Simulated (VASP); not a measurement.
# BP (F-43m) in VASP: further runs

Runs on BP. Level: PBE. Tasks: single point.

Everything below comes from runs of VASP 6.6.1. Logs are shortened: lines on timing, memory, paths and dates and some standing lists are left out, and cuts for length are marked.

**1. The cell of the first run**

It takes space group F-43m (No. 216, cubic). The conventional cell has a = 4.576 Å, b = 4.576 Å, c = 4.576 Å, α = 90.00°, β = 90.00°, γ = 90.00°. B (site symmetry -43m) has 4 P at 1.98 Å within 2.6 Å. P (site symmetry -43m) has 4 B at 1.98 Å within 2.6 Å.

**2. Single point, PBE**

Contents of INCAR:

```
SYSTEM = BP
ALGO     = Normal         ! electronic algorithm
EDIFF    = 1E-6           ! SCF threshold, eV
ENCUT    = 500            ! plane-wave cutoff, eV
GGA      = PE             ! functional
GGA_COMPAT= .FALSE.      
ISIF     = 2              ! what is computed and relaxed
ISMEAR   = 0              ! smearing method
LASPH    = .TRUE.         ! aspherical terms in the spheres
LCHARG   = .FALSE.        ! write CHGCAR
LREAL    = .FALSE.        ! projectors in reciprocal space
LWAVE    = .FALSE.        ! write WAVECAR
NBANDS   = 11             ! bands
NELM     = 120            ! most SCF steps
PREC     = Accurate       ! precision mode
SIGMA    = 0.01           ! smearing width, eV
```

Contents of KPOINTS:

```
k-points
0
G
  8 8 8
  0 0 0
```

Contents of POSCAR:

```
BP
1.0
    0.0000000000      2.2877529165      2.2877529165
    2.2877529165      0.0000000000      2.2877529165
    2.2877529165      2.2877529165      0.0000000000
B P
1 1
Direct
    0.0000000000      0.0000000000      0.0000000000
    0.2500000000      0.2500000000      0.2500000000
```

Potentials or basis: VASP PAW PBE potentials, release 64 (B, P).

Run with:

```sh
cat potpaw_PBE.64/B/POTCAR potpaw_PBE.64/P/POTCAR > POTCAR
mpirun -np 1 vasp_std > vasp.out
```

OUTCAR:

```text
SYSTEM = BP
   EDIFF = 1E-6
   ENCUT = 500
   GGA = PE
   ISIF = 2
   ISMEAR = 0
   LASPH = .TRUE.
   LREAL = .FALSE.
   NELM = 120
   PREC = Accurate

 ion  position               nearest neighbor table
   1  0.000  0.000  0.000-   2 1.98   2 1.98   2 1.98   2 1.98
   2  0.250  0.250  0.250-   1 1.98   1 1.98   1 1.98   1 1.98

  LATTYP: Found a face centered cubic cell.
 ALAT       =     4.5755058330

  Lattice vectors:

 A1 = (   0.0000000000,   2.2877529165,   2.2877529165)
 A2 = (   2.2877529165,   0.0000000000,   2.2877529165)
 A3 = (   2.2877529165,   2.2877529165,   0.0000000000)

Analysis of symmetry for initial positions (statically):
=====================================================================
 Subroutine PRICEL returns:
 Original cell was already a primitive cell.

 Routine SETGRP: Setting up the symmetry group for a
 face centered cubic supercell.

 Subroutine GETGRP returns: Found 24 space group operations
 (whereof 24 operations were pure point group operations)
 out of a pool of 48 trial point group operations.

The static configuration has the point symmetry T_d .

Analysis of symmetry for dynamics (positions and initial velocities):
=====================================================================
 Subroutine PRICEL returns:
 Original cell was already a primitive cell.

 Routine SETGRP: Setting up the symmetry group for a
 face centered cubic supercell.

 Subroutine GETGRP returns: Found 24 space group operations
 (whereof 24 operations were pure point group operations)
 out of a pool of 48 trial point group operations.

The dynamic configuration has the point symmetry T_d .

 Subroutine INISYM returns: Found 24 space group operations
 (whereof 24 operations are pure point group operations),
 and found     1 'primitive' translations

----------------------------------------------------------------------------------------

                                     Primitive cell

  volume of cell :      23.9473

  direct lattice vectors                    reciprocal lattice vectors
     0.000000000  2.287752917  2.287752917    -0.218555071  0.218555071  0.218555071
     2.287752917  0.000000000  2.287752917     0.218555071 -0.218555071  0.218555071
     2.287752917  2.287752917  0.000000000     0.218555071  0.218555071 -0.218555071

  length of vectors
     3.235371202  3.235371202  3.235371202     0.378548486  0.378548486  0.378548486

  position of ions in fractional coordinates (direct lattice)
     0.000000000  0.000000000  0.000000000
     0.250000000  0.250000000  0.250000000

  ion indices of the primitive-cell ions
   primitive index   ion index
                 1           1
                 2           2

----------------------------------------------------------------------------------------

 KPOINTS: k-points

Automatic generation of k-mesh.
 Grid dimensions read from file:
 generate k-points for:    8    8    8

 Generating k-lattice:

  Cartesian coordinates                     Fractional coordinates (reciprocal lattice)
    -0.027319384  0.027319384  0.027319384     0.125000000  0.000000000  0.000000000
     0.027319384 -0.027319384  0.027319384     0.000000000  0.125000000  0.000000000
     0.027319384  0.027319384 -0.027319384     0.000000000  0.000000000  0.125000000

  Length of vectors
     0.047318561  0.047318561  0.047318561

  Shift w.r.t. Gamma in fractional coordinates (k-lattice)
     0.000000000  0.000000000  0.000000000

 Subroutine IBZKPT returns following result:
 ===========================================

 Found     29 irreducible k-points:

 Following reciprocal coordinates:
            Coordinates               Weight
  0.000000  0.000000  0.000000      1.000000
  0.125000  0.000000  0.000000      8.000000
  0.250000  0.000000  0.000000      8.000000
  0.375000  0.000000  0.000000      8.000000
  0.500000  0.000000  0.000000      4.000000
  0.125000  0.125000  0.000000      6.000000
[... 16 lines left out ...]
  0.500000  0.250000  0.125000     48.000000
 -0.375000  0.250000  0.125000     24.000000
 [... further k-points ...]
   k-points           NKPTS =     29   k-points in BZ     NKDIM =     29   number of bands    NBANDS=     11
   number of dos      NEDOS =    301   number of ions     NIONS =      2
   total plane-waves  NPLWV =  13824
   dimension x,y,z NGX =    24 NGY =   24 NGZ =   24
   dimension x,y,z NGXF=    48 NGYF=   48 NGZF=   48
   ions per type =               1   1
   NGX,Y,Z   is equivalent  to a cutoff of  12.33, 12.33, 12.33 a.u.
   NGXF,Y,Z  is equivalent  to a cutoff of  24.66, 24.66, 24.66 a.u.
 SYSTEM =  BP
   PREC   = accura    normal or accurate (medium, high low for compatibility)
   ISTART =      0    job   : 0-new  1-cont  2-samecut
   ICHARG =      2    charge: 1-file 2-atom 10-const
   ISPIN  =      1    spin polarized calculation?
   LNONCOLLINEAR =      F non collinear calculations
   LSORBIT =      F    spin-orbit coupling
   LASPH  =      T    aspherical Exc in radial PAW
   ENCUT  =  500.0 eV  36.75 Ry    6.06 a.u.   5.90  5.90  5.90*2*pi/ulx,y,z
   NELM   =    120;   NELMIN=  2; NELMDL= -5     # of ELM steps
   EDIFF  = 0.1E-05   stopping-criterion for ELM
   LREAL  =      F    real-space projection
   EDIFFG = 0.1E-04   stopping-criterion for IOM
   NSW    =      0    number of steps for IOM
   IBRION =     -1    ionic relax: 0-MD 1-quasi-New 2-CG
   NFREE  =      0    steps in history (QN), initial steepest desc. (CG)
   ISIF   =      2    stress and relaxation
   ISYM   =      2    0-nonsym 1-usesym 2-fastsym
   POTIM  = 0.5000    time-step for ionic-motion
   TEBEG  =    0.0;   TEEND  =   0.0 temperature during run
   PSTRESS=    0.0 pullay stress
   NELECT =       8.0000    total number of electrons
   NUPDOWN=      -1.0000    fix difference up-down
   EMIN   =  10.00;   EMAX   =-10.00  energy-range for DOS
   EFERMI =   0.00;   METHOD = LEGACY
   ISMEAR =     0;   SIGMA  =   0.01  broadening in eV -4-tet -1-fermi 0-gaus
   EFERMI_NEDOS =   21; number of points for ismear=-14 and -15
   IALGO  =     38    algorithm
   IMIX   =      4    mixing-type and parameters
     AMIX     =   0.40;   BMIX     =  1.00
     AMIX_MAG =   1.60;   BMIX_MAG =  1.00
  volume/ion in A,a.u.               =      11.97        80.80
  Fermi-wavevector in a.u.,A,eV,Ry     =   1.135932  2.146600 17.556166  1.290342
  Thomas-Fermi vector in A             =   2.272637
   LORBIT       =      0    0 simple, 1 ext, 2 COOP (PROOUT), +10 PAW based schemes
   GGA     = PE    functional components
   LHFCALC =     F    Hartree Fock is set to
   AEXX    =    0.0000 exact exchange contribution
   IVDW    =     0    specifies the selected vdW correction
   LEPSILON=     F    determine dielectric tensor
   LRPA    =     F    only Hartree local field effects (RPA)
 non-spin polarized calculation
 Gauss-broadening in eV      SIGMA  =   0.01
  energy-cutoff  :      500.00
  volume of cell :       23.95
 maximum number of plane-waves:       620
   NGX = 11   NGY = 11   NGZ = 11

 number of electron       7.9999999 magnetization

 Free energy of the ion-electron system (eV)
  ---------------------------------------------------
  ext. energy  EPLUGINS =         0.00000000
  ---------------------------------------------------
  free energy    TOTEN  =       -12.92463301 eV

  energy without entropy =      -12.92463301  energy(sigma->0) =      -12.92463301

 E-fermi :   7.2407     XC(G=0): -10.8008

 val. band max:        7.1439416717   @ k =   0.0000   0.0000   0.0000
 cond. band min:       8.4432095543   @ k =   0.3750   0.3750   0.0000
 fundamental gap:      1.2992678826
 Fermi energy:         7.2407173035

 k-point     1 :       0.0000    0.0000    0.0000
  band No.  band energies     occupation
      1      -8.0980      2.00000
      2       7.1439      2.00000
      3       7.1439      2.00000
      4       7.1439      2.00000
      5      10.5092      0.00000
      6      10.5092      0.00000
      7      10.5092      0.00000
      8      14.1453      0.00000
      9      18.4929      0.00000
     10      19.2027      0.00000
     11      19.2027      0.00000

 k-point     2 :       0.1250    0.0000    0.0000
  band No.  band energies     occupation
      1      -7.8227      2.00000
      2       5.3145      2.00000
      3       6.7250      2.00000
      4       6.7250      2.00000
      5      11.0066      0.00000
      6      11.0887      0.00000
      7      11.0887      0.00000
      8      14.9727      0.00000
      9      18.3160      0.00000
     10      18.3160      0.00000
     11      19.3090      0.00000

 k-point     3 :       0.2500    0.0000    0.0000
  band No.  band energies     occupation
      1      -7.0160      2.00000
      2       2.3722      2.00000
      3       6.0481      2.00000
      4       6.0481      2.00000
      5      11.0261      0.00000
      6      11.8561      0.00000
      7      11.8561      0.00000
      8      16.5226      0.00000
      9      18.0541      0.00000
     10      18.0541      0.00000
     11      19.9941      0.00000

 k-point     4 :       0.3750    0.0000    0.0000
  band No.  band energies     occupation
      1      -5.7869      2.00000
      2      -0.2974      2.00000
      3       5.5780      2.00000
      4       5.5780      2.00000
      5      10.8537      0.00000
      6      11.9361      0.00000
      7      11.9361      0.00000
      8      17.1924      0.00000
      9      19.6595      0.00000
     10      19.6595      0.00000
     11      20.7187      0.00000

 k-point     5 :       0.5000    0.0000    0.0000
  band No.  band energies     occupation
      1      -4.8678      2.00000
      2      -1.7140      2.00000
      3       5.4168      2.00000
      4       5.4168      2.00000
      5      10.7794      0.00000
      6      11.8412      0.00000
      7      11.8412      0.00000
      8      17.1846      0.00000
      9      21.6111      0.00000
     10      21.6111      0.00000
     11      21.7374      0.00000
[... 211 lines left out ...]
 k-point    21 :       0.5000    0.5000    0.0000
  band No.  band energies     occupation
      1      -3.3735      2.00000
      2      -1.3123      2.00000
      3       3.1185      2.00000
      4       3.1185      2.00000
      5       8.5240      0.00000
      6       8.8261      0.00000
      7      19.0373      0.00000
      8      19.0373      0.00000
      9      22.0810      0.00000
     10      23.7447      0.00000
     11      24.8962      0.00000

 k-point    22 :       0.3750    0.2500    0.1250
  band No.  band energies     occupation
      1      -6.3085      2.00000
      2       2.2576      2.00000
      3       3.4364      2.00000
      4       5.2024      2.00000
      5      10.5818      0.00000
      6      13.0655      0.00000
      7      13.2821      0.00000
      8      14.5422      0.00000
      9      18.5728      0.00000
     10      20.8656      0.00000
     11      22.4605      0.00000

 k-point    23 :       0.5000    0.2500    0.1250
  band No.  band energies     occupation
      1      -5.1109      2.00000
      2       0.1492      2.00000
      3       2.7806      2.00000
      4       4.4569      2.00000
      5      11.2331      0.00000
      6      12.5405      0.00000
      7      14.3534      0.00000
      8      15.3583      0.00000
      9      19.3888      0.00000
     10      20.3861      0.00000
     11      23.9657      0.00000

 k-point    24 :      -0.3750    0.2500    0.1250
  band No.  band energies     occupation
      1      -4.2251      2.00000
      2      -1.1516      2.00000
      3       2.6948      2.00000
      4       4.1009      2.00000
      5      11.3320      0.00000
      6      12.2580      0.00000
      7      15.2949      0.00000
      8      16.7784      0.00000
      9      17.4924      0.00000
     10      21.3980      0.00000
     11      23.8040      0.00000

 [... further k-points ...]
[... 5 lines left out ...]
  --------------------------------------------------------------------------------------
  -------------------------------------------------------------------------------------
  Total       -0.4450560     -0.4450560     -0.4450560      0.0000000      0.0000000      0.0000000
  in kB      -29.7761046    -29.7761046    -29.7761046      0.0000000      0.0000000      0.0000000
  external PRESSURE =     -29.7761046 kB  Pullay stress =       0.0000000 kB

 VOLUME and BASIS-vectors are now :
 -----------------------------------------------------------------------------
  energy-cutoff  :      500.00
  volume of cell :       23.95
      direct lattice vectors                 reciprocal lattice vectors
     0.000000000  2.287752917  2.287752917    -0.218555071  0.218555071  0.218555071
     2.287752917  0.000000000  2.287752917     0.218555071 -0.218555071  0.218555071
     2.287752917  2.287752917  0.000000000     0.218555071  0.218555071 -0.218555071

 POSITION                                       TOTAL-FORCE (eV/Angst)
 -----------------------------------------------------------------------------------
      0.00000      0.00000      0.00000        -0.000000     -0.000000     -0.000000
      1.14388      1.14388      1.14388         0.000000      0.000000      0.000000
 -----------------------------------------------------------------------------------
    total drift:                                0.000000      0.000000      0.000000

  FREE ENERGIE OF THE ION-ELECTRON SYSTEM (eV)
  ---------------------------------------------------
  free  energy   TOTEN  =       -12.9246330140 eV

  energy  without entropy=      -12.9246330140  energy(sigma->0) =      -12.92463301
```

Run time: 4.7 s. Hardware: 1 thread of Intel Xeon Platinum 8375C at 2.90GHz (Ice Lake), shared host; peak memory 0.13 GiB.

Results:

```yaml
Free_energy: -12.9246 eV
Pressure: -3.0 GPa
Band_gap_on_the_k_mesh: 1.30 eV, indirect (least direct gap 3.37 eV)
```

A k mesh can miss the band edges. Expect the measured gap to be larger: semilocal functionals such as PBE lack the derivative discontinuity.

(Part 1 of 2 ends here.)
